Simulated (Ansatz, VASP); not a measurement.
**Sb in VASP and in Ansatz**

```
CELL_PARAMETERS angstrom
4.06868 0.00000 0.00000
-2.03434 3.52358 0.00000
0.00000 0.00000 20.80003
ATOMIC_POSITIONS crystal
Sb 0.33333 0.66667 0.29567
Sb 0.66667 0.33333 0.21635
Sb 0.22222 0.44444 0.56010
Sb 0.55556 0.11111 0.48077
```

Alike in both runs: task single point; functional PBE; dispersion D3(BJ); k mesh 9 × 9 × 1; occupations gaussian, width 0.05 eV; no spin polarisation.

```csv
,VASP,Ansatz
version,VASP 6.6.1,Ansatz 0.2.0
potentials or method,"VASP PAW PBE potentials, release 64 (Sb), cutoff 520 eV","scalar-relativistic, plane waves, PAW"
valence electrons in the cell,20,60
```

Ansatz gave:

- gap on the k mesh at the Fermi level (eV): 0.88
- least direct gap on the mesh (eV): 1.51
- rms of the force components (eV/Å): 0.042

Q: Which values does VASP return?

A: gap on the k mesh at the Fermi level (eV): 0.89; least direct gap on the mesh (eV): 1.49; rms of the force components (eV/Å): 0.081.

Atom by atom the forces differ by 0.050 eV/Å (rms over components). VASP's potentials hold 20 valence electrons a cell and Ansatz's 60, so a difference there can come from the potentials and not from the codes.

Spin-orbit coupling is off throughout.
